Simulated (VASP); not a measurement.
## MgO: single point with r2SCAN

The system is MgO.

```
Mg O
1.0
     0.00000    2.13515    2.13515
     2.21522    0.00000    2.13515
     2.21522    2.13515    0.00000
Mg O
1 1
Direct
  0.00000 0.00000 0.00000
  0.50000 0.50000 0.50000
```

This cell differs from its parent crystal: strain +0.0375 x Voigt [1, 0, 0, 0, 0, 0].

```json
{
  "Program": "VASP 6.6.1",
  "Task": "single point",
  "Functional": "r2SCAN",
  "Potentials or basis": "VASP PAW PBE potentials, release 64 (Mg, O)",
  "Cutoff": "520 eV",
  "k mesh": "10 × 10 × 10",
  "Occupations": "gaussian, width 0.05 eV",
  "Spin": "no spin polarisation"
}
```

The pressure is -12.4 GPa. The band gap on the k mesh is 4.79 eV, direct.

Stress tensor (GPa, compression positive):
```
-15.26   0.00   0.00
  0.00 -11.04   0.00
  0.00   0.00 -11.04
```

Levels at points of the mesh, in eV from the valence-band top:
```csv
k point,band 1,band 2,band 3,band 4,band 5,band 6,band 7,band 8,band 9
"(0.00, 0.00, 0.00)",-17.88,-0.08,-0.08,0.00,4.79,16.08,16.46,16.46,20.26
"(0.50, 0.00, 0.00)",-16.81,-4.33,-0.68,-0.61,8.23,12.83,16.19,16.97,21.11
"(0.50, 0.50, 0.00)",-16.56,-3.81,-1.48,-1.25,9.75,10.15,13.55,18.62,19.32
"(0.00, 0.50, 0.50)",-16.65,-3.91,-1.23,-1.23,10.11,10.19,13.06,19.41,19.41
```

Run time: 54 s on 1 thread of Intel(R) Xeon(R) Platinum 8488C (Sapphire Rapids) (shared host), peak memory 0.16 GiB.

Caveat: the cell differs from its parent crystal (strain +0.0375 x Voigt [1, 0, 0, 0, 0, 0]); the PAW data sets were made with another functional, which shifts forces and pressure a little.
